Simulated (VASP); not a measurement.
# Rh in VASP: notebook

Rh is run at these levels: PBE; tasks: single point.

Program: VASP 6.6.1. These are calculated values, not measurements. Logs are shortened: lines on timing, memory, paths and dates and some standing lists are left out, and cuts for length are marked.

**1. The cell of the first run**

The structure is hexagonal, space group P6_3/mmc (No. 194). Conventional cell: a = 2.656 Å, b = 2.656 Å, c = 4.440 Å, α = 90.00°, β = 90.00°, γ = 120.00°. Within 3.5 Å of Rh (site symmetry -6m2) lie 12 Rh at 2.66 to 2.70 Å.

This isn't the form of Rh at room conditions, which is fcc.

**2. Single point, PBE (strained)**

Input file INCAR:

```
PREC = Accurate
ENCUT = 520
EDIFF = 1E-6
ISMEAR = 0
SIGMA = 0.1
LREAL = False
LASPH = True
NELM = 80
ALGO = Fast
ISIF = 2
LWAVE = False
LCHARG = False
GGA = PE
NBANDS = 22
```

Input file KPOINTS:

```
Automatic mesh
0
Gamma
  18 18 10
```

Input file POSCAR:

```
Rh
1.0
    2.6561229067      0.0000000000      0.0000000000
   -1.3280614533      2.3002699128      0.0000000000
    0.0000000000      0.0000000000      4.4399587865
Rh
2
Direct
    0.6666666700      0.3333333300      0.7500000000
    0.3333333300      0.6666666700      0.2500000000
```

Potentials or basis: VASP PAW PBE potentials, release 64 (Rh_pv).

On the command line:

```
$ cat potpaw_PBE.64/Rh_pv/POTCAR > POTCAR
$ mpirun -np 1 vasp_std > vasp.out
```

OUTCAR:

```text
PREC = Accurate
   ENCUT = 520
   EDIFF = 1E-6
   ISMEAR = 0
   LREAL = False
   LASPH = True
   NELM = 80
   ISIF = 2
   GGA = PE

 ion  position               nearest neighbor table
   1  0.667  0.333  0.750-   2 2.70   2 2.70   2 2.70   2 2.70   2 2.70   2 2.70
   2  0.333  0.667  0.250-   1 2.70   1 2.70   1 2.70   1 2.70   1 2.70   1 2.70

  LATTYP: Found a hexagonal cell.
 ALAT       =     2.6561229067
 C/A-ratio  =     1.6715938767

  Lattice vectors:

 A1 = (   2.6561229067,   0.0000000000,   0.0000000000)
 A2 = (  -1.3280614533,   2.3002699128,   0.0000000000)
 A3 = (   0.0000000000,   0.0000000000,   4.4399587865)

Analysis of symmetry for initial positions (statically):
=====================================================================
 Subroutine PRICEL returns:
 Original cell was already a primitive cell.

 Routine SETGRP: Setting up the symmetry group for a
 hexagonal supercell.

 Subroutine GETGRP returns: Found 24 space group operations
 (whereof 12 operations were pure point group operations)
 out of a pool of 24 trial point group operations.

The static configuration has the point symmetry D_3d.
 The point group associated with its full space group is D_6h.

Analysis of symmetry for dynamics (positions and initial velocities):
=====================================================================
 Subroutine PRICEL returns:
 Original cell was already a primitive cell.

 Routine SETGRP: Setting up the symmetry group for a
 hexagonal supercell.

 Subroutine GETGRP returns: Found 24 space group operations
 (whereof 12 operations were pure point group operations)
 out of a pool of 24 trial point group operations.

The dynamic configuration has the point symmetry D_3d.
 The point group associated with its full space group is D_6h.

 Subroutine INISYM returns: Found 24 space group operations
 (whereof 12 operations are pure point group operations),
 and found     1 'primitive' translations

----------------------------------------------------------------------------------------

                                     Primitive cell

  volume of cell :      27.1273

  direct lattice vectors                    reciprocal lattice vectors
     2.656122907  0.000000000  0.000000000     0.376488602  0.217365796  0.000000000
    -1.328061453  2.300269913  0.000000000     0.000000000  0.434731591  0.000000000
     0.000000000  0.000000000  4.439958787     0.000000000  0.000000000  0.225227316

  length of vectors
     2.656122907  2.656122907  4.439958787     0.434731591  0.434731591  0.225227316

[... 79 lines left out ...]
   NELM   =     80;   NELMIN=  2; NELMDL= -5     # of ELM steps
   EDIFF  = 0.1E-05   stopping-criterion for ELM
   LREAL  =      F    real-space projection
   EDIFFG = 0.1E-04   stopping-criterion for IOM
   NSW    =      0    number of steps for IOM
   IBRION =     -1    ionic relax: 0-MD 1-quasi-New 2-CG
   NFREE  =      0    steps in history (QN), initial steepest desc. (CG)
   ISIF   =      2    stress and relaxation
   ISYM   =      2    0-nonsym 1-usesym 2-fastsym
   POTIM  = 0.5000    time-step for ionic-motion
   TEBEG  =    0.0;   TEEND  =   0.0 temperature during run
   PSTRESS=    0.0 pullay stress
   NELECT =      30.0000    total number of electrons
   NUPDOWN=      -1.0000    fix difference up-down
   EMIN   =  10.00;   EMAX   =-10.00  energy-range for DOS
   EFERMI =   0.00;   METHOD = LEGACY
   ISMEAR =     0;   SIGMA  =   0.10  broadening in eV -4-tet -1-fermi 0-gaus
   EFERMI_NEDOS =   21; number of points for ismear=-14 and -15
   IALGO  =     68    algorithm
   IMIX   =      4    mixing-type and parameters
     AMIX     =   0.40;   BMIX     =  1.00
     AMIX_MAG =   1.60;   BMIX_MAG =  1.00
  volume/ion in A,a.u.               =      13.56        91.53
  Fermi-wavevector in a.u.,A,eV,Ry     =   1.692960  3.199230 38.995828  2.866112
  Thomas-Fermi vector in A             =   2.774452
   LORBIT       =      0    0 simple, 1 ext, 2 COOP (PROOUT), +10 PAW based schemes
   GGA     = PE    functional components
   LHFCALC =     F    Hartree Fock is set to
   AEXX    =    0.0000 exact exchange contribution
   IVDW    =     0    specifies the selected vdW correction
   LEPSILON=     F    determine dielectric tensor
   LRPA    =     F    only Hartree local field effects (RPA)
 non-spin polarized calculation
 RMM-DIIS sequential band-by-band and
 Gauss-broadening in eV      SIGMA  =   0.10
  energy-cutoff  :      520.00
  volume of cell :       27.13
 maximum number of plane-waves:       762
 NGX is ok and might be reduce to    20
   NGX =  9   NGY =  9   NGZ = 17

 number of electron      29.9999992 magnetization

 Free energy of the ion-electron system (eV)
  ---------------------------------------------------
  ext. energy  EPLUGINS =         0.00000000
  ---------------------------------------------------
  free energy    TOTEN  =       -14.39303890 eV

  energy without entropy =      -14.37641430  energy(sigma->0) =      -14.38472660

 E-fermi :  12.2280     XC(G=0): -14.1175

 val. band max:       12.2236722752   @ k =   0.2222   0.1667   0.4000
 cond. band min:      12.2296798773   @ k =   0.2222   0.1111   0.4000
 fundamental gap:      0.0060076021
 Fermi energy:        12.2279715521

 k-point     1 :       0.0000    0.0000    0.0000
  band No.  band energies     occupation
      1     -34.9658      2.00000
      2     -34.3156      2.00000
      3     -34.3156      2.00000
      4     -34.2429      2.00000
      5     -34.2229      2.00000
      6     -34.2229      2.00000
[... 589 lines left out ...]
     21      24.6237      0.00000
     22      26.9861      0.00000

 [... further k-points ...]

------------------------ aborting loop because EDIFF is reached ----------------------------------------

  FORCE on cell =-STRESS in cart. coord.  units (eV):
  Direction    XX          YY          ZZ          XY          YZ          ZX
  --------------------------------------------------------------------------------------
  -------------------------------------------------------------------------------------
  Total        2.4982443      2.4982443      0.7104454      0.0000000      0.0000000     -0.0000000
  in kB      147.5501270    147.5501270     41.9599919      0.0000000      0.0000000     -0.0000000
  external PRESSURE =     112.3534153 kB  Pullay stress =       0.0000000 kB

 VOLUME and BASIS-vectors are now :
 -----------------------------------------------------------------------------
  energy-cutoff  :      520.00
  volume of cell :       27.13
      direct lattice vectors                 reciprocal lattice vectors
     2.656122907  0.000000000  0.000000000     0.376488602  0.217365796  0.000000000
    -1.328061453  2.300269913  0.000000000     0.000000000  0.434731591  0.000000000
     0.000000000  0.000000000  4.439958787     0.000000000  0.000000000  0.225227316

 POSITION                                       TOTAL-FORCE (eV/Angst)
 -----------------------------------------------------------------------------------
      1.32806      0.76676      3.32997         0.000000     -0.000000      0.000000
     -0.00000      1.53351      1.10999        -0.000000      0.000000      0.000000
 -----------------------------------------------------------------------------------
    total drift:                               -0.000005      0.000003     -0.000000

  FREE ENERGIE OF THE ION-ELECTRON SYSTEM (eV)
  ---------------------------------------------------
  free  energy   TOTEN  =       -14.3930388978 eV

  energy  without entropy=      -14.3764142955  energy(sigma->0) =      -14.38472660
```

OSZICAR:

```text
N       E                     dE             d eps       ncg     rms          rms(c)
DAV:   1     0.327274938324E+03    0.32727E+03   -0.19044E+04  9784   0.159E+03
DAV:   2    -0.814824798041E+01   -0.33542E+03   -0.32349E+03 10170   0.476E+02
DAV:   3    -0.153067409786E+02   -0.71585E+01   -0.71196E+01 11508   0.782E+01
DAV:   4    -0.153537840279E+02   -0.47043E-01   -0.47039E-01 10780   0.639E+00
DAV:   5    -0.153545116212E+02   -0.72759E-03   -0.72759E-03 11574   0.823E-01    0.151E+01
RMM:   6    -0.144321467477E+02    0.92236E+00   -0.20175E+00 10060   0.122E+01    0.555E+00
RMM:   7    -0.143991781185E+02    0.32969E-01   -0.11148E-01 10313   0.274E+00    0.227E+00
RMM:   8    -0.143939904941E+02    0.51876E-02   -0.21823E-02 10697   0.142E+00    0.455E-01
RMM:   9    -0.143930289861E+02    0.96151E-03   -0.22551E-03 11390   0.449E-01    0.357E-02
RMM:  10    -0.143930408983E+02   -0.11912E-04   -0.25287E-04 11484   0.166E-01    0.187E-02
RMM:  11    -0.143930392559E+02    0.16424E-05   -0.26569E-05 11722   0.579E-02    0.492E-03
RMM:  12    -0.143930388978E+02    0.35813E-06   -0.64811E-06 11448   0.285E-02
   1 F= -.14393039E+02 E0= -.14384727E+02  d E =-.166246E-01
```

stdout:

```text
POSCAR found type information on POSCAR Rh
 POSCAR found :  1 types and       2 ions
 scaLAPACK will be used
 LDA part: xc-table for (Slater+PW92), standard interpolation
 POSCAR, INCAR and KPOINTS ok, starting setup
 FFT: planning ... GRIDC
 FFT: planning ... GRID_SOFT
 FFT: planning ... GRID
 WAVECAR not read
 entering main loop
```

Wall time 2.9 min (1 thread of Intel Xeon 8259CL, shared host); peak memory 0.22 GiB.

Results:

| Quantity | Value |
| --- | --- |
| Free energy | -14.3930 eV |
| Pressure | 11.2 GPa |
| Band gap on the k mesh | zero (bands 15 and 16 overlap by 2.59 eV) |

Stress tensor (GPa, compression positive):
```
14.76  0.00  0.00
 0.00 14.76  0.00
 0.00  0.00  4.20
```

Caveat: the cell differs from its parent crystal (strained); the cell stands under pressure.

**3. Single point, PBE (strained)**

Input file INCAR:

```
SYSTEM = Rh
ALGO = Fast ; EDIFF = 1E-6
ENCUT = 520 ; GGA = PE
ISIF = 2 ; ISMEAR = 0
LASPH = .True. ; LCHARG = .False.
LREAL = .False. ; LWAVE = .False.
NBANDS = 22 ; NELM = 100
PREC = Accurate ; SIGMA = 0.1
```

Input file KPOINTS:

```
k-points
0
Gamma
  18 18 10
  0 0 0
```

Input file POSCAR:

```
Rh
1.0
    2.8273279828      0.0000000000      0.0000000000
   -1.4136639914      2.4485378580      0.0000000000
    0.0000000000      0.0000000000      4.3190167519
Rh
2
Direct
    0.6666666700      0.3333333300      0.7500000000
    0.3333333300      0.6666666700      0.2500000000
```

Potentials or basis: VASP PAW PBE potentials, release 64 (Rh_pv).

On the command line:

```
$ cat potpaw_PBE.64/Rh_pv/POTCAR > POTCAR
$ mpirun -np 1 vasp_std > vasp.out
```

It took 3.7 min on 1 thread of Intel Xeon 8259CL, shared host; peak memory 0.23 GiB.

It converged, with:

- Free energy: -14.3471 eV
- Pressure: -11.8 GPa
- Band gap on the k mesh: zero (bands 15 and 16 overlap by 1.94 eV)

Stress tensor (GPa, compression positive):
```
-15.21   0.00   0.00
  0.00 -15.21   0.00
  0.00   0.00  -5.01
```

Levels at points of the mesh, in eV from the Fermi level:
| k point | band 12 | band 13 | band 14 | band 15 | band 16 | band 17 | band 18 | band 19 |
| --- | --- | --- | --- | --- | --- | --- | --- | --- |
| (0.00, 0.00, 0.00) | -2.14 | -2.14 | -2.04 | -2.04 | 0.09 | 0.09 | 1.38 | 8.63 |
| (0.50, 0.00, 0.00) | -2.08 | -1.76 | 0.10 | 0.46 | 0.68 | 2.62 | 4.49 | 9.96 |
| (0.00, 0.00, 0.50) | -2.92 | -2.65 | -2.65 | -0.38 | -0.38 | -0.38 | -0.38 | 14.89 |
| (0.50, 0.00, 0.50) | -1.66 | -0.30 | -0.30 | 0.33 | 0.33 | 2.50 | 2.50 | 8.42 |

Caveat: the cell differs from its parent crystal (strained); the cell stands under tension.

**4. Single point, PBE (strained)**

Input file INCAR:

```
SYSTEM = Rh
ALGO = Fast
EDIFF = 1E-6
ENCUT = 520
GGA = PE
ISIF = 2
ISMEAR = 0
LASPH = .True.
LCHARG = .True.
LELF = .True.
LREAL = .False.
LVHAR = .True.
LWAVE = .False.
NBANDS = 22
NELM = 80
PREC = Accurate
SIGMA = 0.1
```

KPOINTS is that of step 3.

Input file POSCAR:

```
Rh
1.0
    2.7554213046      0.0000000000      0.0000000000
   -1.3777106523      2.3862648480      0.0000000000
    0.0000000000      0.0000000000      4.7338333166
Rh
2
Direct
    0.6666666700      0.3333333300      0.7500000000
    0.3333333300      0.6666666700      0.2500000000
```

On the command line:

```
$ cat potpaw_PBE.64/Rh_pv/POTCAR > POTCAR
$ mpirun -np 1 vasp_std > vasp.out
```

It took 3.1 min on 1 thread of Intel Xeon 8259CL, shared host; peak memory 0.23 GiB.

It converged, with:

```yaml
Free_energy: -14.2100 eV
Pressure: -18.7 GPa
Band_gap_on_the_k_mesh: zero (bands 15 and 16 overlap by 2.12 eV)
```

Stress tensor (GPa, compression positive):
```
-15.31   0.00   0.00
  0.00 -15.31   0.00
  0.00   0.00 -25.63
```

Levels at points of the mesh, in eV from the Fermi level:
```
           k point  band 12  band 13  band 14  band 15  band 16  band 17  band 18  band 19
(0.00, 0.00, 0.00)    -2.13    -2.13    -1.19    -1.19     0.17     0.17     0.42     6.70
(0.50, 0.00, 0.00)    -1.97    -1.54     0.38     0.61     0.78     2.85     4.77     9.38
(0.00, 0.00, 0.50)    -2.47    -2.47    -2.47    -0.30    -0.30    -0.30    -0.30    13.08
(0.50, 0.00, 0.50)    -1.16    -0.16    -0.16     0.71     0.71     2.62     2.62     8.41
```

Caveat: the cell differs from its parent crystal (strained); the cell stands under tension.

**5. Single point, PBE (strained)**

Input file INCAR:

```
SYSTEM = Rh
ALGO = Fast
EDIFF = 1E-6
ENCUT = 520
GGA = PE
ISIF = 2
ISMEAR = 0
LASPH = .TRUE.
LCHARG = .TRUE.
LELF = .TRUE.
LREAL = .FALSE.
LVHAR = .TRUE.
LWAVE = .FALSE.
NBANDS = 22
NELM = 80
PREC = Accurate
SIGMA = 0.1
```

Input file KPOINTS:

```
k-points
0
G
  18 18 10
  0 0 0
```

Input file POSCAR:

```
Rh
1.0
    2.8507324732      0.0000000000      0.0000000000
   -1.4253662366      2.4688067412      0.0000000000
    0.0000000000      0.0000000000      4.4898235726
Rh
2
Direct
    0.6666666700      0.3333333300      0.7500000000
    0.3333333300      0.6666666700      0.2500000000
```

On the command line:

```
$ cat potpaw_PBE.64/Rh_pv/POTCAR > POTCAR
$ mpirun -np 1 vasp_std > vasp.out
```

Wall time 3.1 min (1 thread of Intel Xeon 8259CL, shared host); peak memory 0.24 GiB.

The run converged. Its results:

- Free energy: -14.1930 eV
- Pressure: -21.4 GPa
- Band gap on the k mesh: zero (bands 15 and 16 overlap by 1.89 eV)

Stress tensor (GPa, compression positive):
```
-22.31   0.00   0.00
  0.00 -22.31   0.00
  0.00   0.00 -19.54
```

Levels at points of the mesh, in eV from the Fermi level:
| k point | band 13 | band 14 | band 15 | band 16 | band 17 | band 18 |
| --- | --- | --- | --- | --- | --- | --- |
| (0.00, 0.00, 0.00) | -1.99 | -1.70 | -1.70 | 0.09 | 0.09 | 1.14 |
| (0.50, 0.00, 0.00) | -1.73 | 0.21 | 0.49 | 0.54 | 2.57 | 4.37 |
| (0.00, 0.00, 0.50) | -2.54 | -2.54 | -0.37 | -0.37 | -0.37 | -0.37 |
| (0.50, 0.00, 0.50) | -0.23 | -0.23 | 0.39 | 0.39 | 2.48 | 2.48 |

Caveat: the cell differs from its parent crystal (strained); the cell stands under tension.

**6. Single point, PBE (strained and its atoms moved)**

Input file INCAR:

```
PREC = Accurate
ENCUT = 520
EDIFF = 1E-7
ISMEAR = 0
SIGMA = 0.1
LREAL = False
LASPH = True
NELM = 80
ALGO = Fast
ISIF = 2
LWAVE = False
LCHARG = False
GGA = PE
NBANDS = 22
```

Input file KPOINTS:

```
Automatic mesh
0
Gamma
  16 16 8
```

Input file POSCAR:

```
Rh
1.0
    2.6490769807     -0.0273097904     -0.0032498651
   -1.3481894626      2.3351160792      0.0064733818
   -0.0052699019      0.0090784024      4.3160496643
Rh
2
Direct
    0.6539822020      0.3269910960      0.7500000000
    0.3460177980      0.6730089040      0.2500000000
```

Potentials or basis: VASP PAW PBE potentials, release 64 (Rh_pv).

On the command line:

```
$ cat potpaw_PBE.64/Rh_pv/POTCAR > POTCAR
$ mpirun -np 1 vasp_std > vasp.out
```

It took 3.9 min on 1 thread of Intel Xeon 8259CL, shared host; peak memory 0.34 GiB.

Results (log left out):

- Free energy: -14.3472 eV
- Pressure: 18.3 GPa
- Largest force: 0.215 eV/Å
- Band gap on the k mesh: zero (bands 15 and 16 overlap by 2.57 eV)

Forces on the atoms (eV/Å):
```
Rh   0.186  0.107  0.000
Rh  -0.186 -0.107  0.000
```

Stress tensor (GPa, compression positive):
```
20.17  2.59  0.25
 2.59 17.18 -0.43
 0.25 -0.43 17.47
```

Levels at points of the mesh, in eV from the Fermi level:
```tsv
k point	band 12	band 13	band 14	band 15	band 16	band 17	band 18	band 19
(0.00, 0.00, 0.00)	-2.79	-2.49	-2.21	-1.82	0.03	0.26	0.67	8.97
(0.50, 0.00, 0.00)	-2.22	-2.03	0.57	0.66	0.80	3.07	5.72	10.57
(0.00, 0.50, 0.00)	-2.45	-2.39	0.42	0.65	0.77	3.20	5.18	10.66
(0.00, 0.00, 0.50)	-3.40	-3.16	-3.16	-0.57	-0.57	-0.36	-0.36	14.98
(0.50, 0.00, 0.50)	-1.90	-0.51	-0.51	0.72	0.72	3.10	3.10	9.75
(0.00, 0.50, 0.50)	-1.70	-0.26	-0.25	0.63	0.64	2.55	2.60	9.65
```

Caveat: the cell differs from its parent crystal (strained and its atoms moved); the cell stands under pressure.

**7. Overview**

```csv
cell,k mesh,further INCAR settings,gap on the mesh (eV),pressure (GPa)
"a = 2.656, b = 2.656, c = 4.440 Å, angles 90.0, 90.0, 120.0°, 2 atoms, strained",18 × 18 × 10,ALGO = Fast; EDIFF = 1e-06; NBANDS = 22,none,11.2
"a = 2.827, b = 2.827, c = 4.319 Å, angles 90.0, 90.0, 120.0°, 2 atoms, strained",18 × 18 × 10,ALGO = Fast; EDIFF = 1e-06; NBANDS = 22,none,-11.8
"a = 2.755, b = 2.755, c = 4.734 Å, angles 90.0, 90.0, 120.0°, 2 atoms, strained",18 × 18 × 10,ALGO = Fast; EDIFF = 1e-06; NBANDS = 22,none,-18.7
"a = 2.851, b = 2.851, c = 4.490 Å, angles 90.0, 90.0, 120.0°, 2 atoms, strained",18 × 18 × 10,ALGO = Fast; EDIFF = 1e-06; NBANDS = 22,none,-21.4
"a = 2.649, b = 2.696, c = 4.316 Å, angles 89.7, 90.1, 120.6°, 2 atoms, strained and its atoms moved",16 × 16 × 8,ALGO = Fast; EDIFF = 1e-07; NBANDS = 22,none,18.3
```

Alike in all rows: task single point; level PBE; potentials or basis VASP PAW PBE potentials, release 64 (Rh_pv); no spin polarisation; cutoff (eV) 520; smearing gaussian 0.1 eV.

Caveats: the cell stands under tension (at least some runs); the cell stands under pressure (at least some runs).

Absolute energies hang on the potentials; compare differences alone.
